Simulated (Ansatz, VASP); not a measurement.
**KI: VASP beside Ansatz**

The input INCAR:

```
SYSTEM = KI
PREC = Accurate
ENCUT = 520
EDIFF = 1E-6
ISMEAR = 0
SIGMA = 0.05
LREAL = .FALSE.
LASPH = .TRUE.
NELM = 100
ALGO = Normal
ISIF = 2
LWAVE = .FALSE.
LCHARG = .TRUE.
GGA = PE
LELF = .TRUE.
LVHAR = .TRUE.
NBANDS = 15
```

Contents of KPOINTS:

```
Automatic mesh
0
G
  6 6 6
  0 0 0
```

POSCAR

```
KI
1.0
    0.0000000000      3.6350372992      3.5873258652
    3.6350372992      0.0000000000      3.5873258652
    3.6350372992      3.6350372992      0.0000000000
K I
1 1
Direct
    0.0000000000      0.0000000000      0.0000000000
    0.5000000000      0.5000000000      0.5000000000
```

Input for Ansatz:

```yaml
crystal:
  lattice:
    - [0.0, 3.6350372992, 3.5873258652]
    - [3.6350372992, 0.0, 3.5873258652]
    - [3.6350372992, 3.6350372992, 0.0]
  atoms:
    - { symbol: K, position: [0.0, 0.0, 0.0] }
    - { symbol: I, position: [0.5, 0.5, 0.5] }
basis:
  ecutwfc: 420
kpoints:
  mp_grid: { grid: [6, 6, 6] }
hamiltonian:
  xc: pbe
scf:
  occupations: { method: gaussian, width: 0.05 }
output:
  forces: true
  stress: true
  eigenvalues: true
```

Change from the starting cell: mode 6 frozen in at -0.000 Å, equal normal strain along x and y +0.0133.

Alike in both runs: task single point; functional PBE; k mesh 6 × 6 × 6; occupations gaussian, width 0.05 eV; no spin polarisation.

|  | VASP | Ansatz |
| --- | --- | --- |
| version | VASP 6.6.1 | Ansatz 0.2.0 |
| potentials or method | VASP PAW PBE potentials, release 64 (K_sv, I), cutoff 520 eV | scalar-relativistic, plane waves, PAW |
| valence electrons in the cell | 16 | 26 |

Ansatz gave:

```
gap on the k mesh at the Fermi level (eV)                     : 3.81
least direct gap on the mesh (eV)                             : 3.81
pressure (GPa)                                                : -0.2
traceless stress, the component that is largest in VASP (GPa) : 0.16
```

Problem. Which values does VASP return?

Solution. gap on the k mesh at the Fermi level (eV): 3.80; least direct gap on the mesh (eV): 3.80; pressure (GPa): -0.2; traceless stress, the component that is largest in VASP (GPa): 0.16.

VASP's potentials hold 16 valence electrons a cell and Ansatz's 26, so a difference there can come from the potentials and not from the codes.

Neither program's run includes spin-orbit coupling.
